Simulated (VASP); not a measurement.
Runs of VASP 6.6.1 on Ce. The structure is that of space group Fm-3m (No. 225), or close to it. The cells are those of the table. 

```csv
level,cell,k mesh,smearing,gap on the mesh (eV),pressure (GPa)
r2SCAN,"a = 3.291 Å, angles 60.0°, 1 atom",12 × 12 × 12,fermi-dirac 0.1 eV,none,(a)
r2SCAN,"a = 3.359 Å, angles 60.0°, 1 atom",12 × 12 × 12,fermi-dirac 0.1 eV,none,-2.1
r2SCAN,"a = 3.392 Å, angles 60.0°, 1 atom",12 × 12 × 12,fermi-dirac 0.1 eV,none,-2.9
PBE,"a = 3.280 Å, angles 60.0°, 1 atom",40 × 40 × 40,fermi-dirac 0.0612256 eV,none,2.5
```

Alike in all rows: task single point; potentials or basis VASP PAW PBE potentials, release 64 (Ce); no spin polarisation; cutoff (eV) 520.

Q: Estimate the missing entries.

A: (a) 0.3.

Caveats: spin-orbit coupling is left out, which moves the levels of the heavy elements; semilocal functionals describe open f shells poorly, which spoils levels, moments and volumes; the PAW data sets were made with another functional, which shifts forces and pressure a little (at least some runs).

A k mesh can miss the band edges, and the runs leave out spin-orbit coupling on Ce.

A gap of «none» marks levels without a gap at the run's occupations.
